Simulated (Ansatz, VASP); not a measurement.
**Two plane-wave programs on Ba**

Contents of POSCAR:

```
Ba
1.0
    0.0000000000      3.3472285081      3.3472285081
    3.3472285081      0.0000000000      3.3472285081
    3.3472285081      3.3472285081      0.0000000000
Ba
1
Direct
    0.0000000000      0.0000000000      0.0000000000
```

Contents of INCAR.step1:

```
SYSTEM = Ba
ALGO     = Normal         ! electronic algorithm
EDIFF    = 1E-4           ! SCF threshold, eV
ENCUT    = 520            ! plane-wave cutoff, eV
GGA      = PE             ! functional
ISMEAR   = -1             ! smearing method
LASPH    = .True.         ! aspherical terms in the spheres
LCHARG   = .False.        ! write CHGCAR
LREAL    = .False.        ! projectors in reciprocal space
LWAVE    = .True.         ! write WAVECAR
NBANDS   = 11             ! bands
NELM     = 80             ! most SCF steps
PREC     = Accurate       ! precision mode
SIGMA    = 0.1            ! smearing width, eV
```

The input INCAR.step2:

```
SYSTEM = Ba
ALGO     = Normal         ! electronic algorithm
EDIFF    = 1E-6           ! SCF threshold, eV
ENCUT    = 520            ! plane-wave cutoff, eV
ISIF     = 2              ! what is computed and relaxed
ISMEAR   = -1             ! smearing method
ISTART   = 1            
LASPH    = .True.         ! aspherical terms in the spheres
LCHARG   = .False.        ! write CHGCAR
LMIXTAU  = .True.       
LREAL    = .False.        ! projectors in reciprocal space
LWAVE    = .False.        ! write WAVECAR
METAGGA  = R2SCAN         ! meta-GGA
NBANDS   = 11             ! bands
NELM     = 80             ! most SCF steps
PREC     = Accurate       ! precision mode
SIGMA    = 0.1            ! smearing width, eV
```

File KPOINTS:

```
k-points
0
Gamma
  10 10 10
  0 0 0
```

Input for Ansatz:

```yaml
crystal:
  lattice:
    - [0.0, 3.3472285081, 3.3472285081]
    - [3.3472285081, 0.0, 3.3472285081]
    - [3.3472285081, 3.3472285081, 0.0]
  atoms:
    - { symbol: Ba, position: [0.0, 0.0, 0.0] }
hamiltonian:
  xc: r2scan
  pseudopotentials:
    kind: paw
    azcp:
      Ba: "pseudopotentials/Ba.paw.azcp"
basis:
  ecutwfc: 500
  fft_grid_basis: typed
kpoints:
  mp_grid: { grid: [10, 10, 10], shift: [0, 0, 0] }
magnetization:
  spin_polarized: false
scf:
  occupations: { method: fermi_dirac, width: 0.1 }
  lower_state_search: "off"
output:
  stress: true
  write_density: true
  write_potential: true
  elf: true
  volumetric_format: npy
```

Alike in both runs: task single point; functional r2SCAN; k mesh 10 × 10 × 10; occupations fermi-dirac, width 0.1 eV; no spin polarisation.

|  | VASP | Ansatz |
| --- | --- | --- |
| version | VASP 6.6.1 | Ansatz 0.2.0 |
| potentials or method | VASP PAW PBE potentials, release 64 (Ba_sv), cutoff 520 eV | plane waves (500 eV) with PAW, scalar-relativistic |
| valence electrons in the cell | 10 | 10 |

|  | VASP | Ansatz | Ansatz less VASP |
| --- | --- | --- | --- |
| pressure (GPa) | -0.7 | -0.7 | -0.02 |

VASP's potentials were made for PBE, not for r2SCAN.

Spin-orbit coupling is off throughout.
